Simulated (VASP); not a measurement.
Set up this calculation in VASP 6.6.1, as the native input.

```yaml
Task: relaxation of cell and atoms
Functional: LDA
Potentials_or_basis: VASP PAW LDA potentials, release 64 (Pt)
Cutoff: 600 eV
k_mesh: 16 × 16 × 16
Occupations: fermi-dirac, width 0.15 eV
Spin: no spin polarisation
Dipole_correction: no
Further_INCAR_settings: ALGO = Normal; EDIFF = 1e-07; IBRION = 2; EDIFFG = -0.001; NSW = 80; ISIF = 3
```

The structure of Pt lies in POSCAR:

```
Pt
1.0
    0.0000000000      1.9467426971      1.9467426971
    1.9467426971      0.0000000000      1.9467426971
    1.9467426971      1.9467426971      0.0000000000
Pt
1
Direct
    0.0000000000      0.0000000000      0.0000000000
```

These files were run (other wordings do the same):

INCAR

```
SYSTEM = Pt
PREC = Accurate ; ENCUT = 600
EDIFF = 1E-7 ; ISMEAR = -1
SIGMA = 0.15 ; LREAL = .False.
LASPH = .True. ; NELM = 100
ALGO = Normal ; ISIF = 3
LWAVE = .False. ; LCHARG = .False.
GGA = CA ; IBRION = 2
NSW = 80 ; EDIFFG = -0.001
```

KPOINTS

```
Automatic mesh
0
Gamma
  16 16 16
  0 0 0
```

Potentials or basis: VASP PAW LDA potentials, release 64 (Pt).

The run is started by

```bash
$ cat potpaw_LDA.64/Pt/POTCAR > POTCAR
$ mpirun -np 1 vasp_std > vasp.out
```

It gave:

```
Relaxed volume                        : 14.84 Å³/atom
Relaxed cell                          : a = 2.758 Å, b = 2.758 Å, c = 2.758 Å, α = 60.00°, β = 60.00°, γ = 60.00°
Space group after relaxing (to 0.1 Å) : Fm-3m (No. 225)
Energy gained by relaxing             : 0.4 meV/atom
Ionic steps                           : 17
Pressure after relaxing               : 0.0 GPa
Band gap on the k mesh                : zero (bands 5 and 6 overlap by 2.29 eV)
```

Caveat: spin-orbit coupling is left out, which moves the levels of the heavy elements.

Run time: 81 s on 1 thread of Intel Xeon 8259CL, on a shared host, peak memory 0.16 GiB.
